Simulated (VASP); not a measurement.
A run of VASP 6.6.1:

Contents of INCAR:

```
PREC = Accurate
ENCUT = 520
EDIFF = 1E-6
ISMEAR = -1
SIGMA = 0.02
LREAL = F
LASPH = T
NELM = 60
ALGO = Normal
ISIF = 2
LWAVE = F
LCHARG = T
GGA = PE
LELF = T
LVHAR = T
NBANDS = 12
```

The input KPOINTS:

```
regular mesh
0
Gamma
  10 10 10
```

Contents of POSCAR:

```
LiF
1.0
    0.0000000000      1.9350255854      1.9350255854
    1.9350255854      0.0000000000      1.9350255854
    1.9350255854      1.9350255854      0.0000000000
Li F
1 1
Direct
    0.0000000000      0.0000000000      0.0000000000
    0.5000000000      0.5000000000      0.5000000000
```

Potentials or basis: VASP PAW PBE potentials, release 64 (Li_sv, F).

Launch:

```bash
$ cat potpaw_PBE.64/Li_sv/POTCAR potpaw_PBE.64/F/POTCAR > POTCAR
$ mpirun -np 1 vasp_std > vasp.out
```

Hardware: 1 thread of AMD EPYC 9R45 96-Core Processor (Zen 5), with other jobs on the host.

Estimate the wall time of this run.

It took 4.3 s on 1 thread of AMD EPYC 9R45 96-Core Processor (Zen 5), with other jobs on the host, peak memory 0.09 GiB. Counts: scf iterations 11, k points 47.
